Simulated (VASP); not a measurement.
Wanted: the native input for a VASP 6.6.1 run.

- Task: single point
- Functional: PBE
- Potentials or basis: VASP PAW PBE potentials, release 64 (Sc_sv, Li_sv)
- Cutoff: 520 eV
- k mesh: 3 × 2 × 3
- Occupations: fermi-dirac, width 0.15 eV
- Spin: no spin polarisation
- Dipole correction: no
- Further INCAR settings: ALGO = Normal; EDIFF = 1e-07; NBANDS = 80

The structure of LiSc12 (a cell with a defect) lies in POSCAR:

```
LiSc12
1.0
    6.6200000000      0.0000000000      0.0000000000
   -4.9650000000      8.5996320000      0.0000000000
    0.0000000000      0.0000000000      5.2761400000
Sc Li
12 1
Direct
    0.0097468651     -0.0094909875     -0.0025818117
    0.1665832531      0.2017015379      0.4949023339
    0.0233047695      0.3307048488     -0.0060900583
    0.1849847538      0.5593889366      0.4880962219
    0.0105043725      0.6561514493     -0.0127816927
    0.2413080270      0.9129355768      0.5093240513
    0.5227543407     -0.0018622890      0.0071741842
    0.6927868724      0.2201369780      0.5008487265
    0.5026007087      0.3128347818     -0.0001476458
    0.6283292322      0.4936814738      0.5030979087
    0.5100879533      0.6588308663     -0.0100323342
    0.6654286350      0.9072828930      0.5094472474
   -0.1567078263      0.7586467653      0.4525058092
```

One way to write it, as run:

INCAR

```
  PREC = Accurate
  ENCUT = 520
  EDIFF = 1E-7
  ISMEAR = -1
  SIGMA = 0.15
  LREAL = F
  LASPH = T
  NELM = 60
  ALGO = Normal
  ISIF = 2
  LWAVE = F
  LCHARG = T
  GGA = PE
  LELF = T
  LVHAR = T
  NBANDS = 80
```

KPOINTS

```
Automatic mesh
0
Gamma
  3 2 3
```

Potentials or basis: VASP PAW PBE potentials, release 64 (Sc_sv, Li_sv).

The run is started by

```bash
$ cat potpaw_PBE.64/Sc_sv/POTCAR potpaw_PBE.64/Li_sv/POTCAR > POTCAR
$ mpirun -np 1 vasp_std > vasp.out
```

Results of the run:

The largest force is 0.021 eV/Å and the band gap on the k mesh is zero (an odd number of electrons rules out a gap without spin polarisation).

Caveat: the k points lie up to 0.40 Å⁻¹ apart, too coarse for converged energies and pressures of a metal.

Wall time 14 min on 1 thread of AMD EPYC 7R13 Processor (Zen 3), with other jobs on the host, peak memory 0.46 GiB.
